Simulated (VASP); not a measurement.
# BaRhO3: single point with LDA

The system is BaRhO3.

```
CELL_PARAMETERS angstrom
4.02504 0.00000 0.00000
0.00000 4.02504 0.00000
0.00000 0.00000 4.02504
ATOMIC_POSITIONS crystal
Ba 0.00000 0.00000 0.00000
Rh 0.50000 0.50000 0.50000
O 0.50000 0.00000 0.50000
O 0.00000 0.50000 0.50000
O 0.50000 0.50000 0.00000
```

```yaml
Program: VASP 6.6.1
Task: single point
Functional: LDA
Potentials_or_basis: VASP PAW LDA potentials, release 64 (Ba_sv, Rh_sv_GW, O)
Cutoff: 700 eV
k_mesh: 6 × 6 × 6
Occupations: gaussian, width 0.1 eV
Spin: no spin polarisation
Dipole_correction: no
Further_INCAR_settings: ALGO = Normal; EDIFF = 1e-06; NBANDS = 30
```

```
Pressure               : -7.9 GPa
Band gap on the k mesh : zero (an odd number of electrons rules out a gap without spin polarisation)
```

Levels at points of the mesh, in eV from the Fermi level:
```
           k point  band 21  band 22  band 23  band 24  band 25  band 26
(0.00, 0.00, 0.00)    -1.53    -1.53    -1.53    -0.81    -0.81     3.95
(0.50, 0.00, 0.00)    -2.19    -0.80     0.03     0.03     2.20     5.92
(0.50, 0.50, 0.00)    -0.14    -0.14     0.07     0.57     4.66     6.64
(0.50, 0.50, 0.50)     0.61     0.61     0.61     4.66     4.66     5.51
```

It took 51 s on 1 thread of Intel(R) Xeon(R) Platinum 8259CL CPU @ 2.50GHz (Skylake/Cascade Lake), on a shared host, peak memory 0.23 GiB.

Caveat: the cell stands under tension; spin-orbit coupling is left out, which moves the levels of the heavy elements; an odd number of electrons without spin polarisation forces a metal; a magnetic or distorted state may lie lower.
